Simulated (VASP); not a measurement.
In, 4 atoms in the cell. The cell holds a slab with vacuum, 4 atoms: a = 3.339 Å, b = 3.339 Å, c = 23.207 Å, α = 90.00°, β = 90.00°, γ = 120.00°. 

* Program: VASP 6.6.1
* Task: single point
* Functional: PBE
* Potentials or basis: VASP PAW PBE potentials, release 64 (In_d)
* Cutoff: 520 eV
* k mesh: 9 × 9 × 1
* Occupations: fermi-dirac, width 0.05 eV
* Spin: no spin polarisation
* Dipole correction: no
* Further INCAR settings: ALGO = Normal; EDIFF = 1e-07; NBANDS = 34

Potentials or basis: VASP PAW PBE potentials, release 64 (In_d).

Command:

```console
$ cat potpaw_PBE.64/In_d/POTCAR > POTCAR
$ mpirun -np 1 vasp_std > vasp.out
```

Hardware: 1 thread of Intel(R) Xeon(R) Platinum 8259CL CPU @ 2.50GHz (Skylake/Cascade Lake), with other jobs on the host.

**Question.** How long does it take, and how much memory?

**Answer.** It took 3.6 min on 1 thread of Intel(R) Xeon(R) Platinum 8259CL CPU @ 2.50GHz (Skylake/Cascade Lake), with other jobs on the host, peak memory 0.38 GiB. Counts: scf iterations 24, k points 12.
